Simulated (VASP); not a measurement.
Runs of VASP 6.6.1 on C. The structure is that of space group P6/mmm (No. 191), or close to it. The cells are those of the table. 

```csv
task,cell,cutoff (eV),k mesh for the DOS,occupations for the DOS,gap on the mesh (eV),pressure (GPa)
single point,"a = 1.697, b = 1.697, c = 1.475 Å, angles 90.0, 90.0, 120.0°, 1 atom",520,-,-,none,(a)
relaxation of shape and atoms at fixed volume,"relaxed from a = 1.933, b = 1.933, c = 1.485 Å, angles 90.0, 90.0, 120.0°, 1 atom",600,-,-,none,67.4
single point,"a = 1.808, b = 1.808, c = 1.499 Å, angles 90.0, 90.0, 120.0°, 1 atom",520,-,-,none,159.8
single point,"a = 1.594, b = 1.594, c = 1.415 Å, angles 90.0, 90.0, 120.0°, 1 atom",520,-,-,none,(b)
relaxation of shape and atoms at fixed volume,"relaxed from a = 1.672, b = 1.672, c = 1.285 Å, angles 90.0, 90.0, 120.0°, 1 atom",600,-,-,none,596.3
relaxation of shape and atoms at fixed volume,"relaxed from a = 2.006, b = 2.006, c = 1.541 Å, angles 90.0, 90.0, 120.0°, 1 atom",600,-,-,none,12.9
single point,"a = 2.041, b = 2.041, c = 1.568 Å, angles 90.0, 90.0, 120.0°, 1 atom",520,-,-,none,0.3
single point,"a = 1.981, b = 1.981, c = 1.581 Å, angles 90.0, 90.0, 120.0°, 1 atom",520,-,-,none,13.5
relaxation of cell and atoms,"relaxed from a = 2.025, b = 2.025, c = 1.904 Å, angles 90.0, 90.0, 120.0°, 1 atom",600,-,-,none,0.1
relaxation of shape and atoms at fixed volume,"relaxed from a = 1.768, b = 1.768, c = 1.358 Å, angles 90.0, 90.0, 120.0°, 1 atom",600,-,-,none,310.4
```

Alike in all rows: level PBE; potentials or basis VASP PAW PBE potentials, release 64 (C); no spin polarisation; k mesh 24 × 24 × 22; smearing fermi-dirac 0.1 eV.

Task: Estimate the missing entries.

Result: (a) 311.2; (b) 597.3.

A gap of «none» marks levels without a gap at the run's occupations.
